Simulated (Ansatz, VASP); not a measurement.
# One calculation of NiO2, two programs

The input INCAR:

```
PREC = Accurate
ENCUT = 520
EDIFF = 1E-6
ISMEAR = 0
SIGMA = 0.05
LREAL = F
LASPH = T
NELM = 80
ALGO = Normal
ISIF = 2
LWAVE = F
LCHARG = T
GGA = PS
LELF = T
LVHAR = T
NBANDS = 31
```

File KPOINTS:

```
Automatic mesh
0
Gamma
  12 12 4
```

File POSCAR:

```
NiO2
1.0
    2.7384391002      0.0000000000      0.0000000000
   -1.3692195501      2.3715578275      0.0000000000
    0.0000000000      0.0000000000     11.2015370580
Ni O
2 4
Direct
    0.0000000000      0.0000000000      0.0000000000
    0.0000000000      0.0000000000      0.5000000000
    0.6666666667      0.3333333333      0.0860929541
    0.6666666667      0.3333333333      0.4139070459
    0.3333333333      0.6666666667      0.9139070459
    0.3333333333      0.6666666667      0.5860929541
```

Input for Ansatz:

```yaml
crystal:
  lattice:
    - [2.7384391002, 0.0, 0.0]
    - [-1.3692195501, 2.3715578275, 0.0]
    - [0.0, 0.0, 11.201537058]
  atoms:
    - { symbol: Ni, position: [0.0, 0.0, 0.0] }
    - { symbol: Ni, position: [0.0, 0.0, 0.5] }
    - { symbol: O, position: [0.6666666667, 0.3333333333, 0.0860929541] }
    - { symbol: O, position: [0.6666666667, 0.3333333333, 0.4139070459] }
    - { symbol: O, position: [0.3333333333, 0.6666666667, 0.9139070459] }
    - { symbol: O, position: [0.3333333333, 0.6666666667, 0.5860929541] }
basis:
  ecutwfc: 420
kpoints:
  mp_grid: { grid: [12, 12, 4] }
hamiltonian:
  xc: pbesol
scf:
  occupations: { method: gaussian, width: 0.05 }
output:
  forces: true
  stress: true
  eigenvalues: true
```

Alike in both runs: task single point; functional PBEsol; k mesh 12 × 12 × 4; occupations gaussian, width 0.05 eV; no spin polarisation.

|  | VASP | Ansatz |
| --- | --- | --- |
| version | VASP 6.6.1 | Ansatz 0.2.0 |
| potentials or method | VASP PAW PBE potentials, release 64 (Ni, O), cutoff 520 eV | scalar-relativistic, plane waves, PAW |
| valence electrons in the cell | 44 | 60 |

|  | VASP | Ansatz | Ansatz less VASP |
| --- | --- | --- | --- |
| gap on the k mesh at the Fermi level (eV) | 1.24 | 1.26 | +0.022 |
| least direct gap on the mesh (eV) | 1.43 | 1.45 | +0.018 |
| pressure (GPa) | 3.2 | 2.6 | -0.67 |
| traceless stress, the component that is largest in VASP (GPa) | -4.39 | -4.20 | +0.185 |
| rms of the force components (eV/Å) | 0.055 | 0.091 | +0.0362 |

VASP's potentials were made for PBE, not for PBEsol. Atom by atom the forces differ by 0.036 eV/Å (rms over components). VASP's potentials hold 44 valence electrons a cell and Ansatz's 60, so a difference there can come from the potentials and not from the codes.
